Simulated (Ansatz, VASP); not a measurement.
## Two plane-wave programs on B

```xyz
2
Lattice="1.6246 0.0000 0.0000 0.0000 2.8662 0.0000 0.0000 0.0000 3.9144" Properties=species:S:1:pos:R:3 pbc="T T T"
B     0.0000    1.4331    2.3849
B     0.8123    0.0000    1.5295
```

Alike in both runs: functional PBE-based screened hybrid; k mesh 8 × 5 × 4; occupations fermi-dirac, width 0.05 eV; no spin polarisation.

```csv
,VASP,Ansatz
version,VASP 6.6.1,Ansatz 0.2.0
potentials or method,"VASP PAW PBE potentials, release 64 (B)",Ansatz PAW
plane-wave cutoff (eV),520,420
valence electrons in the cell,6,6
task,single point,band structure
```

VASP gave:

| Quantity | Value |
| --- | --- |
| gap on the k mesh at the Fermi level (eV) | none |
| pressure (GPa) | -1.4 |
| traceless stress, the component that is largest in VASP (GPa) | -8.21 |
| rms of the force components (eV/Å) | 0.171 |

**Question.** What did Ansatz give for the same quantities?

**Answer.** gap on the k mesh at the Fermi level (eV): none; pressure (GPa): -1.4; traceless stress, the component that is largest in VASP (GPa): -8.29; rms of the force components (eV/Å): 0.173.

VASP's potentials were made for PBE, not for PBE-based screened hybrid. Atom by atom the forces differ by 0.002 eV/Å (rms over components). A gap of «none» marks a metal or a gap that the smearing closes. With one functional, cell and mesh, what is left measures potentials, basis and numerics.

The k mesh is coarse, so the values compare programs but aren't converged.
